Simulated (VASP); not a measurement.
Write the native input for VASP 6.6.1 that does the following.

| Property | Result |
| --- | --- |
| Task | single point |
| Functional | BLYP |
| Potentials or basis | VASP PAW PBE potentials, release 64 (Ta_pv) |
| Cutoff | 520 eV |
| k mesh | 13 × 13 × 13 |
| Occupations | fermi-dirac, width 0.1 eV |
| Spin | no spin polarisation |
| Dipole correction | no |
| Further INCAR settings | ALGO = Normal; EDIFF = 1e-06; NBANDS = 12 |

The structure of Ta lies in POSCAR:

```
Ta
1.0
    2.8147867103      0.0000000000      0.0000000000
    0.0000000000      2.8147867103      0.0000000000
    0.0000000000      0.0000000000      2.8147867103
Ta
1
Direct
    0.0000000000      0.0000000000      0.0000000000
```

This cell differs from its parent crystal: volume scaled by 1.04.

One way to write it, as run:

INCAR

```
PREC     = Accurate       # precision mode
ENCUT    = 520            # plane-wave cutoff, eV
EDIFF    = 1E-6           # SCF threshold, eV
ISMEAR   = -1             # smearing method
SIGMA    = 0.1            # smearing width, eV
LREAL    = False          # projectors in reciprocal space
LASPH    = True           # aspherical terms in the spheres
NELM     = 100            # most SCF steps
ALGO     = Normal         # electronic algorithm
ISIF     = 2              # what is computed and relaxed
LWAVE    = False          # write WAVECAR
LCHARG   = False          # write CHGCAR
GGA      = B5             # functional
ALDAX    = 1.0          
AGGAX    = 1.0          
AGGAC    = 1.0          
ALDAC    = 0.0          
NBANDS   = 12             # bands
```

KPOINTS

```
regular mesh
0
Gamma
  13 13 13
```

Potentials or basis: VASP PAW PBE potentials, release 64 (Ta_pv).

Launch:

```console
$ cat potpaw_PBE.64/Ta_pv/POTCAR > POTCAR
$ mpirun -np 1 vasp_std > vasp.out
```

Results of the run:

```json
{"Pressure": "-4.1 GPa"}
```

Caveat: the PAW data sets were made with another functional, which shifts forces and pressure a little.

It took 18 s on 1 thread of AMD EPYC 7R13 Processor (Zen 3) (shared host), peak memory 0.12 GiB.
